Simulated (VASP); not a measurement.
# Mo in VASP: notebook

Runs on Mo. Level: PBEsol. Tasks: single point.

All numbers are computed with VASP 6.6.1; they aren't measurements. Logs are shortened: lines on timing, memory, paths and dates and some standing lists are left out, and cuts for length are marked.

### 1 The cell of the first run

The cell holds a slab with vacuum, 6 atoms: a = 4.426 Å, b = 4.426 Å, c = 18.517 Å, α = 90.00°, β = 90.00°, γ = 120.00°.

### 2 Single point, PBEsol

File INCAR:

```
ALGO = Fast
DIPOL = 0.5 0.5 0.495
EDIFF = 1E-6
ENCUT = 520
GGA = PS
IDIPOL = 3
ISIF = 2
ISMEAR = 0
LASPH = True
LCHARG = False
LDIPOL = True
LREAL = False
LWAVE = False
NBANDS = 51
NELM = 100
PREC = Accurate
SIGMA = 0.1
```

File KPOINTS:

```
k-points
0
Gamma
  9 9 1
```

File POSCAR:

```
Mo
1.0
    4.4256825773      0.0000000000      0.0000000000
   -2.2128412886      3.8327535410      0.0000000000
    0.0000000000      0.0000000000     18.5169433658
Mo
6
Direct
    0.6666666667      0.3333333333      0.3780321548
    0.3333333333      0.6666666667      0.4268192929
    0.0000000000      0.0000000000      0.4756064310
    0.6666666667      0.3333333333      0.5207933971
    0.3333333333      0.6666666667      0.5638462018
    0.0000000000      0.0000000000      0.6061891210
```

Potentials or basis: VASP PAW PBE potentials, release 64 (Mo_sv).

Launch:

```sh
cat potpaw_PBE.64/Mo_sv/POTCAR > POTCAR
mpirun -np 1 vasp_std > vasp.out
```

OUTCAR:

```text
EDIFF = 1E-6
   ENCUT = 520
   GGA = PS
   ISIF = 2
   ISMEAR = 0
   LASPH = True
   LREAL = False
   NELM = 100
   PREC = Accurate

 ion  position               nearest neighbor table
   1  0.667  0.333  0.378-   4 2.64   2 2.71   2 2.71   2 2.71   3 3.13   3 3.13   3 3.13
   2  0.333  0.667  0.427-   5 2.54   3 2.71   1 2.71   1 2.71   3 2.71   3 2.71   1 2.71   4 3.09
                             4 3.09   4 3.09
   3  0.000  0.000  0.476-   6 2.42   4 2.69   4 2.69   4 2.69   2 2.71   2 2.71   2 2.71   5 3.03
                             5 3.03   5 3.03   1 3.13   1 3.13   1 3.13
   4  0.667  0.333  0.521-   1 2.64   5 2.68   5 2.68   5 2.68   3 2.69   3 2.69   3 2.69   6 3.00
                             6 3.00   6 3.00   2 3.09   2 3.09   2 3.09
   5  0.333  0.667  0.564-   2 2.54   6 2.67   6 2.67   6 2.67   4 2.68   4 2.68   4 2.68   3 3.03
                             3 3.03   3 3.03
   6  0.000  0.000  0.606-   3 2.42   5 2.67   5 2.67   5 2.67   4 3.00   4 3.00   4 3.00

  LATTYP: Found a hexagonal cell.
 ALAT       =     4.4256825773
 C/A-ratio  =     4.1839745717

  Lattice vectors:

 A1 = (   4.4256825773,   0.0000000000,   0.0000000000)
 A2 = (  -2.2128412886,   3.8327535410,   0.0000000000)
 A3 = (   0.0000000000,   0.0000000000,  18.5169433658)

Analysis of symmetry for initial positions (statically):
=====================================================================
 Subroutine PRICEL returns:
 Original cell was already a primitive cell.

 Routine SETGRP: Setting up the symmetry group for a
 hexagonal supercell.

 Subroutine GETGRP returns: Found  6 space group operations
 (whereof  6 operations were pure point group operations)
 out of a pool of 24 trial point group operations.

The static configuration has the point symmetry C_3v.

Analysis of symmetry for dynamics (positions and initial velocities):
=====================================================================
 Subroutine PRICEL returns:
 Original cell was already a primitive cell.

 Routine SETGRP: Setting up the symmetry group for a
 hexagonal supercell.

 Subroutine GETGRP returns: Found  6 space group operations
 (whereof  6 operations were pure point group operations)
 out of a pool of 24 trial point group operations.

The dynamic configuration has the point symmetry C_3v.

 Subroutine INISYM returns: Found  6 space group operations
 (whereof  6 operations are pure point group operations),
 and found     1 'primitive' translations

----------------------------------------------------------------------------------------

                                     Primitive cell

  volume of cell :     314.0946

  direct lattice vectors                    reciprocal lattice vectors
     4.425682577  0.000000000  0.000000000     0.225953846  0.130454514  0.000000000
    -2.212841289  3.832753541  0.000000000     0.000000000  0.260909028  0.000000000
     0.000000000  0.000000000 18.516943366     0.000000000  0.000000000  0.054004594

  length of vectors
     4.425682577  4.425682577 18.516943366     0.260909028  0.260909028  0.054004594

  position of ions in fractional coordinates (direct lattice)
     0.666666667  0.333333333  0.378032155
     0.333333333  0.666666667  0.426819293
     0.000000000  0.000000000  0.475606431
     0.666666667  0.333333333  0.520793397
     0.333333333  0.666666667  0.563846202
     0.000000000  0.000000000  0.606189121

  ion indices of the primitive-cell ions
   primitive index   ion index
                 1           1
                 2           2
                 3           3
                 4           4
                 5           5
                 6           6

----------------------------------------------------------------------------------------

 KPOINTS: k-points

Automatic generation of k-mesh.
 Grid dimensions read from file:
 generate k-points for:    9    9    1

 Generating k-lattice:

  Cartesian coordinates                     Fractional coordinates (reciprocal lattice)
     0.025105983  0.014494946  0.000000000     0.111111111 -0.000000000  0.000000000
     0.000000000  0.028989892  0.000000000     0.000000000  0.111111111  0.000000000
     0.000000000  0.000000000  0.054004594     0.000000000  0.000000000  1.000000000

  Length of vectors
     0.028989892  0.028989892  0.054004594

  Shift w.r.t. Gamma in fractional coordinates (k-lattice)
     0.000000000  0.000000000  0.000000000

 Subroutine IBZKPT returns following result:
 ===========================================

 Found     12 irreducible k-points:

 Following reciprocal coordinates:
            Coordinates               Weight
  0.000000  0.000000  0.000000      1.000000
  0.111111 -0.000000  0.000000      6.000000
  0.222222  0.000000  0.000000      6.000000
  0.333333  0.000000  0.000000      6.000000
  0.444444  0.000000  0.000000      6.000000
  0.111111  0.111111  0.000000      6.000000
  0.222222  0.111111  0.000000     12.000000
  0.333333  0.111111  0.000000     12.000000
  0.444444  0.111111  0.000000      6.000000
  0.222222  0.222222  0.000000      6.000000
  0.333333  0.222222  0.000000     12.000000
  0.333333  0.333333  0.000000      2.000000
   k-points           NKPTS =     12   k-points in BZ     NKDIM =     12   number of bands    NBANDS=     51
   number of dos      NEDOS =    301   number of ions     NIONS =      6
   total plane-waves  NPLWV = 181440
   dimension x,y,z NGX =    36 NGY =   36 NGZ =  140
   dimension x,y,z NGXF=    72 NGYF=   72 NGZF=  280
   ions per type =               6
   NGX,Y,Z   is equivalent  to a cutoff of  13.52, 13.52, 12.57 a.u.
   NGXF,Y,Z  is equivalent  to a cutoff of  27.05, 27.05, 25.14 a.u.
 SYSTEM =  unknown system
   PREC   = accura    normal or accurate (medium, high low for compatibility)
   ISTART =      0    job   : 0-new  1-cont  2-samecut
   ICHARG =      2    charge: 1-file 2-atom 10-const
   ISPIN  =      1    spin polarized calculation?
   LNONCOLLINEAR =      F non collinear calculations
   LSORBIT =      F    spin-orbit coupling
   LASPH  =      T    aspherical Exc in radial PAW
   ENCUT  =  520.0 eV  38.22 Ry    6.18 a.u.   8.23  8.23 34.43*2*pi/ulx,y,z
   NELM   =    100;   NELMIN=  2; NELMDL= -5     # of ELM steps
   EDIFF  = 0.1E-05   stopping-criterion for ELM
   LREAL  =      F    real-space projection
   EDIFFG = 0.1E-04   stopping-criterion for IOM
   NSW    =      0    number of steps for IOM
   IBRION =     -1    ionic relax: 0-MD 1-quasi-New 2-CG
   NFREE  =      0    steps in history (QN), initial steepest desc. (CG)
   ISIF   =      2    stress and relaxation
   ISYM   =      2    0-nonsym 1-usesym 2-fastsym
   POTIM  = 0.5000    time-step for ionic-motion
   TEBEG  =    0.0;   TEEND  =   0.0 temperature during run
   PSTRESS=    0.0 pullay stress
   NELECT =      84.0000    total number of electrons
   NUPDOWN=      -1.0000    fix difference up-down
   EMIN   =  10.00;   EMAX   =-10.00  energy-range for DOS
   EFERMI =   0.00;   METHOD = LEGACY
   ISMEAR =     0;   SIGMA  =   0.10  broadening in eV -4-tet -1-fermi 0-gaus
   EFERMI_NEDOS =   21; number of points for ismear=-14 and -15
   IALGO  =     68    algorithm
   IMIX   =      4    mixing-type and parameters
     AMIX     =   0.40;   BMIX     =  1.00
     AMIX_MAG =   1.60;   BMIX_MAG =  1.00
  volume/ion in A,a.u.               =      52.35       353.27
  Fermi-wavevector in a.u.,A,eV,Ry     =   1.054746  1.993180 15.136326  1.112489
  Thomas-Fermi vector in A             =   2.189918
   LORBIT       =      0    0 simple, 1 ext, 2 COOP (PROOUT), +10 PAW based schemes
   GGA     = PS    functional components
   LHFCALC =     F    Hartree Fock is set to
   AEXX    =    0.0000 exact exchange contribution
   IVDW    =     0    specifies the selected vdW correction
   LEPSILON=     F    determine dielectric tensor
   LRPA    =     F    only Hartree local field effects (RPA)
 non-spin polarized calculation
 RMM-DIIS sequential band-by-band and
 Gauss-broadening in eV      SIGMA  =   0.10
  energy-cutoff  :      520.00
  volume of cell :      314.09
 maximum number of plane-waves:      8487
 NGX is ok and might be reduce to    36
   NGX = 17   NGY = 17   NGZ = 69

 dipolmoment           0.000000      0.000000     -0.394589 electrons x Angstroem

 number of electron      84.0000013 magnetization

 dipolmoment           0.000000      0.000000      0.019571 electrons x Angstroem

 Free energy of the ion-electron system (eV)
  ---------------------------------------------------
  ext. energy  EPLUGINS =         0.00000000
  ---------------------------------------------------
  free energy    TOTEN  =       -63.15459696 eV

  energy without entropy =      -63.11276121  energy(sigma->0) =      -63.13367908

 E-fermi :   1.0448     XC(G=0):  -5.2083

 val. band max:        0.9947463056   @ k =   0.2222   0.2222   0.0000
 cond. band min:       1.0489369585   @ k =   0.1111  -0.0000   0.0000
 fundamental gap:      0.0541906528
 Fermi energy:         1.0448317260

 k-point     1 :       0.0000    0.0000    0.0000
  band No.  band energies     occupation
      1     -60.0192      2.00000
      2     -59.7661      2.00000
      3     -59.7148      2.00000
      4     -59.6799      2.00000
      5     -59.5465      2.00000
      6     -59.4631      2.00000
[... 43 lines left out ...]
     50       3.1170      0.00000
     51       3.2204      0.00000

 k-point     2 :       0.1111   -0.0000    0.0000
  band No.  band energies     occupation
      1     -60.0083      2.00000
      2     -59.7637      2.00000
      3     -59.7190      2.00000
      4     -59.6807      2.00000
      5     -59.5495      2.00000
      6     -59.4691      2.00000
[... 532 lines left out ...]
 k-point    12 :       0.3333    0.3333    0.0000
  band No.  band energies     occupation
      1     -59.8358      2.00000
      2     -59.8154      2.00000
      3     -59.7809      2.00000
      4     -59.6474      2.00000
      5     -59.5858      2.00000
      6     -59.5305      2.00000
[... 43 lines left out ...]
     50       2.4510      0.00000
     51       2.7366      0.00000

------------------------ aborting loop because EDIFF is reached ----------------------------------------

 vacuum level on the upper side and lower side of the slab       (xc-potential included)        -0.062        -0.265

  FORCE on cell =-STRESS in cart. coord.  units (eV):
  Direction    XX          YY          ZZ          XY          YZ          ZX
  --------------------------------------------------------------------------------------
  -------------------------------------------------------------------------------------
  Total       -6.4197294     -6.4197294     -2.5823318     -0.0000000      0.0000000     -0.0000000
  in kB      -32.7466482    -32.7466482    -13.1723167     -0.0000000      0.0000000     -0.0000000
  external PRESSURE =     -26.2218710 kB  Pullay stress =       0.0000000 kB

 VOLUME and BASIS-vectors are now :
 -----------------------------------------------------------------------------
  energy-cutoff  :      520.00
  volume of cell :      314.09
      direct lattice vectors                 reciprocal lattice vectors
     4.425682577  0.000000000  0.000000000     0.225953846  0.130454514  0.000000000
    -2.212841289  3.832753541  0.000000000     0.000000000  0.260909028  0.000000000
     0.000000000  0.000000000 18.516943366     0.000000000  0.000000000  0.054004594

 POSITION                                       TOTAL-FORCE (eV/Angst)
 -----------------------------------------------------------------------------------
      2.21284      1.27758      7.00000        -0.000000      0.000000      1.632439
     -0.00000      2.55517      7.90339        -0.000000     -0.000000     -0.204763
      0.00000      0.00000      8.80678        -0.000000      0.000000     -1.520515
      2.21284      1.27758      9.64350        -0.000000     -0.000000     -0.012933
     -0.00000      2.55517     10.44071         0.000000     -0.000000      0.029246
      0.00000      0.00000     11.22477         0.000000      0.000000      0.076527
 -----------------------------------------------------------------------------------
    total drift:                                0.000000      0.000000      0.001027

  FREE ENERGIE OF THE ION-ELECTRON SYSTEM (eV)
  ---------------------------------------------------
  free  energy   TOTEN  =       -63.1545969582 eV

  energy  without entropy=      -63.1127612057  energy(sigma->0) =      -63.13367908

 vacuum level on the upper side and lower side of the slab         4.888         4.677
```

It took 8.6 min on 1 thread of Intel Xeon 6975P-C, shared host; peak memory 0.49 GiB.

What came out:

* Free energy: -63.1546 eV
* Largest force: 1.632 eV/Å
* Band gap on the k mesh: zero (band 42 reaches 1.08 eV, above the bottom of band 43 at 0.97 eV)

Forces on the atoms (eV/Å):
```
Mo   0.000  0.000  1.632
Mo   0.000  0.000 -0.205
Mo   0.000  0.000 -1.521
Mo   0.000  0.000 -0.013
Mo   0.000  0.000  0.029
Mo   0.000  0.000  0.077
```

Caveat: the PAW data sets were made with another functional, which shifts forces and pressure a little.

### 3 Single point, PBEsol

Changes to INCAR since step 2:

```diff
@@ -1,2 +1,2 @@
-ALGO = Fast
+ALGO = Normal
 DIPOL = 0.5 0.5 0.495
```

KPOINTS is that of step 2.

File POSCAR:

```
Mo
1.0
    4.4256825775      0.0000000000      0.0000000000
   -2.2128412887      3.8327535412      0.0000000000
    0.0000000000      0.0000000000     18.5169433660
Mo
6
Direct
    0.6666666667      0.3333333333      0.3780321547
    0.3333333333      0.6666666667      0.4268192928
    0.0000000000      0.0000000000      0.4756064309
    0.6666666667      0.3333333333      0.5207933979
    0.3333333333      0.6666666667      0.5638462015
    0.0000000000      0.0000000000      0.6061891202
```

Potentials or basis: VASP PAW PBE potentials, release 64 (Mo_sv).

Launch:

```sh
cat potpaw_PBE.64/Mo_sv/POTCAR > POTCAR
mpirun -np 1 vasp_std > vasp.out
```

It took 6.6 min on 1 thread of AMD EPYC 7R13 (Zen 3), shared host; peak memory 0.46 GiB.

The run converged. Its results:

```
Free energy            : -63.1546 eV
Largest force          : 1.633 eV/Å
Band gap on the k mesh : zero (band 42 reaches 1.08 eV, above the bottom of band 43 at 0.97 eV)
```

Forces on the atoms (eV/Å):
```
Mo   0.000  0.000  1.633
Mo   0.000  0.000 -0.205
Mo   0.000  0.000 -1.520
Mo   0.000  0.000 -0.013
Mo   0.000  0.000  0.029
Mo   0.000  0.000  0.076
```

Levels at points of the mesh, in eV from the Fermi level:
```tsv
k point	band 38	band 39	band 40	band 41	band 42	band 43	band 44	band 45	band 46	band 47
(0.00, 0.00, 0.00)	-1.26	-1.26	-1.25	-1.25	-0.98	-0.08	1.21	1.21	1.31	1.31
```

Caveat: the PAW data sets were made with another functional, which shifts forces and pressure a little.
